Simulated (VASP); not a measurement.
Runs of VASP 6.6.1 on B. The structure is that of space group Imm2 (No. 44), or close to it. The cells are those of the table. 

```tsv
task	cell	k mesh	cutoff (eV)	gap on the mesh (eV)	pressure (GPa)	relaxed volume (Å³/atom)	largest force (eV/Å)
relaxation of cell and atoms	relaxed from a = 3.710 Å, angles 137.1, 89.7, 105.9°, 4 atoms	8 × 8 × 8	600	none	0.3	(a)	0.02
single point	a = 3.710 Å, angles 137.1, 89.7, 105.9°, 4 atoms	8 × 8 × 8	520	none	(b)	-	0.22
relaxation of cell and atoms	relaxed from a = 3.796 Å, angles 131.7, 92.2, 107.3°, 4 atoms	18 × 18 × 18	600	none	0.1	9.03	0.01
single point	a = 3.796 Å, angles 131.7, 92.2, 107.3°, 4 atoms	8 × 8 × 8	520	none	-0.1	-	-
```

Alike in all rows: level PBE; potentials or basis VASP PAW PBE potentials, release 64 (B); no spin polarisation; smearing gaussian 0.1 eV.

Task: Fill in the values left out.

Result: (a) 9.20; (b) 36.3.

Caveats: the volume moved by over 15 % at a fixed basis, so the end points are rough (some runs).

A gap of «none» marks levels without a gap at the run's occupations.
